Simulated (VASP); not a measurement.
Set up this calculation in VASP 6.6.1, as the native input.

```yaml
Task: single point
Functional: r2SCAN
Potentials_or_basis: VASP PAW PBE potentials, release 64 (Cs_sv)
Cutoff: 520 eV
k_mesh: 10 × 10 × 10
Occupations: gaussian, width 0.1 eV
Spin: no spin polarisation
Dipole_correction: no
Further_INCAR_settings: ALGO = Normal; EDIFF = 1e-07; NBANDS = 10
```

Crystal: Cs.

```
Cs
1.0
     0.00000    3.95973    3.95973
     3.95973    0.00000    3.95973
     3.95973    3.95973    0.00000
Cs
1
Direct
  0.00000 0.00000 0.00000
```

This isn't the form of Cs at room conditions, which is bcc.

The input as run:

POSCAR

```
Cs
1.0
    0.0000000000      3.9597262749      3.9597262749
    3.9597262749      0.0000000000      3.9597262749
    3.9597262749      3.9597262749      0.0000000000
Cs
1
Direct
    0.0000000000      0.0000000000      0.0000000000
```

INCAR.step1

```
SYSTEM = Cs
ALGO     = Normal         ! electronic algorithm
EDIFF    = 1E-4           ! SCF threshold, eV
ENCUT    = 520            ! plane-wave cutoff, eV
GGA      = PE             ! functional
ISMEAR   = 0              ! smearing method
LASPH    = .TRUE.         ! aspherical terms in the spheres
LCHARG   = .FALSE.        ! write CHGCAR
LREAL    = .FALSE.        ! projectors in reciprocal space
LWAVE    = .TRUE.         ! write WAVECAR
NBANDS   = 10             ! bands
NELM     = 80             ! most SCF steps
PREC     = Accurate       ! precision mode
SIGMA    = 0.1            ! smearing width, eV
```

INCAR.step2

```
SYSTEM = Cs
ALGO     = Normal         ! electronic algorithm
EDIFF    = 1E-7           ! SCF threshold, eV
ENCUT    = 520            ! plane-wave cutoff, eV
ISIF     = 2              ! what is computed and relaxed
ISMEAR   = 0              ! smearing method
ISTART   = 1            
LASPH    = .TRUE.         ! aspherical terms in the spheres
LCHARG   = .FALSE.        ! write CHGCAR
LMIXTAU  = .TRUE.       
LREAL    = .FALSE.        ! projectors in reciprocal space
LWAVE    = .FALSE.        ! write WAVECAR
METAGGA  = R2SCAN         ! meta-GGA
NBANDS   = 10             ! bands
NELM     = 80             ! most SCF steps
PREC     = Accurate       ! precision mode
SIGMA    = 0.1            ! smearing width, eV
```

KPOINTS

```
k-points
0
G
  10 10 10
  0 0 0
```

Potentials or basis: VASP PAW PBE potentials, release 64 (Cs_sv).

Run with:

```bash
$ cat potpaw_PBE.64/Cs_sv/POTCAR > POTCAR
$ cp INCAR.step1 INCAR
$ mpirun -np 1 vasp_std > vasp.out
$ cp INCAR.step2 INCAR
$ mpirun -np 1 vasp_std > vasp.out
```

It gave:

The pressure is 0.0 GPa. The band gap on the k mesh is zero (an odd number of electrons rules out a gap without spin polarisation).

Caveat: the PAW data sets were made with another functional, which shifts forces and pressure a little; spin-orbit coupling is left out, which moves the levels of the heavy elements.

It took 8.7 min on 1 thread of Intel Xeon 8259CL, with other jobs on the host, peak memory 0.31 GiB.
